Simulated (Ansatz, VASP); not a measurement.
SiNi: VASP beside Ansatz

Contents of INCAR:

```
SYSTEM = SiNi
ALGO     = Normal         ! electronic algorithm
EDIFF    = 1E-6           ! SCF threshold, eV
ENCUT    = 600            ! plane-wave cutoff, eV
GGA      = PS             ! functional
GGA_COMPAT= .FALSE.      
ISIF     = 2              ! what is computed and relaxed
ISMEAR   = 0              ! smearing method
LASPH    = .TRUE.         ! aspherical terms in the spheres
LCHARG   = .FALSE.        ! write CHGCAR
LREAL    = .FALSE.        ! projectors in reciprocal space
LWAVE    = .FALSE.        ! write WAVECAR
NBANDS   = 22             ! bands
NELM     = 120            ! most SCF steps
PREC     = Accurate       ! precision mode
SIGMA    = 0.1            ! smearing width, eV
```

The input KPOINTS:

```
k-points
0
G
  14 12 10
  0 0 0
```

The input POSCAR:

```
SiNi
1.0
    3.0552835513      0.0000000000      0.0000000000
    0.0000000000      3.2583147497      0.0000000000
    0.0000000000      0.0000000000      4.7093899711
Si Ni
2 2
Direct
    0.5000000000      0.5000000000      0.8431827248
    0.0000000000      0.0000000000      0.1568172752
    0.5000000000      0.5000000000      0.3423059830
    0.0000000000      0.0000000000      0.6576940170
```

Input for Ansatz:

```yaml
crystal:
  lattice:
    - [3.0552835513, 0.0, 0.0]
    - [0.0, 3.2583147497, 0.0]
    - [0.0, 0.0, 4.7093899711]
  atoms:
    - { symbol: Si, position: [0.5, 0.5, 0.8431827248] }
    - { symbol: Si, position: [0.0, 0.0, 0.1568172752] }
    - { symbol: Ni, position: [0.5, 0.5, 0.342305983] }
    - { symbol: Ni, position: [0.0, 0.0, 0.657694017] }
basis:
  ecutwfc: "450 eV"
kpoints:
  mp_grid: { grid: [14, 12, 10] }
hamiltonian:
  xc: pbesol
scf:
  occupations: { method: gaussian, width: 0.1 }
output:
  forces: true
  eigenvalues: true
  stress: true
```

Alike in both runs: task single point; functional PBEsol; k mesh 14 × 12 × 10; occupations gaussian, width 0.1 eV; no spin polarisation.

|  | VASP | Ansatz |
| --- | --- | --- |
| version | VASP 6.6.1 | Ansatz 0.2.0 |
| potentials or method | VASP PAW PBE potentials, release 64 (Si, Ni), cutoff 600 eV | scalar-relativistic, plane waves, PAW |
| valence electrons in the cell | 28 | 44 |

Ansatz gave:

- gap on the k mesh at the Fermi level (eV): none
- pressure (GPa): -6.2
- traceless stress, the component that is largest in VASP (GPa): -0.44
- rms of the force components (eV/Å): 0.045

Problem. Estimate VASP's values.

Solution. gap on the k mesh at the Fermi level (eV): none; pressure (GPa): -5.9; traceless stress, the component that is largest in VASP (GPa): -0.28; rms of the force components (eV/Å): 0.045.

VASP's potentials were made for PBE, not for PBEsol. Atom by atom the forces differ by 0.003 eV/Å (rms over components). A gap of «none» marks a metal or a gap that the smearing closes. VASP's potentials hold 28 valence electrons a cell and Ansatz's 44, so a difference there can come from the potentials and not from the codes.
